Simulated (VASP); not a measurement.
Wanted: the native input for a VASP 6.6.1 run.

```yaml
Task: single point
Functional: PBE
Potentials_or_basis: VASP PAW PBE potentials, release 64 (Ga_d, N)
Cutoff: 520 eV
k_mesh: 3 × 3 × 3
Occupations: fermi-dirac, width 0.05 eV
Spin: no spin polarisation
Dipole_correction: no
Further_INCAR_settings: LREAL = Auto; ALGO = Normal; EDIFF = 1e-07; NBANDS = 78
```

The structure of Ga7N8 (a cell with a defect) lies in POSCAR:

```
Ga7N8
1.0
    3.1740151400      5.4975554900      0.0000000000
   -3.1740151400      5.4975554900      0.0000000000
    0.0000000000      0.0000000000      5.1562780000
Ga N
7 8
Direct
    0.1661298818      0.1670029085      0.0015790460
    0.3294709681      0.3398685241      0.5099789034
    0.1658431065      0.6671658569      0.0047328713
    0.3294331814      0.8307959443      0.5099149037
    0.6656614883      0.1670164189      0.0016921120
    0.6656339941      0.6675101666      0.0015710945
    0.8385874954      0.8307866504      0.5100062487
    0.1986139556      0.1507647825      0.3718162597
    0.3313644039      0.3360798823      0.8809959432
    0.1658274383      0.6671322305      0.3801499842
    0.3313513881      0.8327210822      0.8809042104
    0.6494945576      0.1507845861      0.3719343682
    0.8324711399      0.3338503300      0.9124381967
    0.6493952085      0.7000461957      0.3717989992
    0.8347458568      0.8327156207      0.8810199916
```

These files were run (other wordings do the same):

INCAR

```
PREC     = Accurate       # precision mode
ENCUT    = 520            # plane-wave cutoff, eV
EDIFF    = 1E-7           # SCF threshold, eV
ISMEAR   = -1             # smearing method
SIGMA    = 0.05           # smearing width, eV
LREAL    = Auto         
LASPH    = T              # aspherical terms in the spheres
NELM     = 100            # most SCF steps
ALGO     = Normal         # electronic algorithm
ISIF     = 2              # what is computed and relaxed
LWAVE    = F              # write WAVECAR
LCHARG   = F              # write CHGCAR
GGA      = PE             # functional
NBANDS   = 78             # bands
```

KPOINTS

```
Automatic mesh
0
Gamma
  3 3 3
```

Potentials or basis: VASP PAW PBE potentials, release 64 (Ga_d, N).

Command:

```bash
$ cat potpaw_PBE.64/Ga_d/POTCAR potpaw_PBE.64/N/POTCAR > POTCAR
$ mpirun -np 1 vasp_std > vasp.out
```

Results of the run:

- Pressure: 8.9 GPa
- Largest force: 0.013 eV/Å

Caveat: the k points lie up to 0.41 Å⁻¹ apart.

It took 10 min on 1 thread of Intel Xeon 6975P-C, with other jobs on the host, peak memory 0.36 GiB.
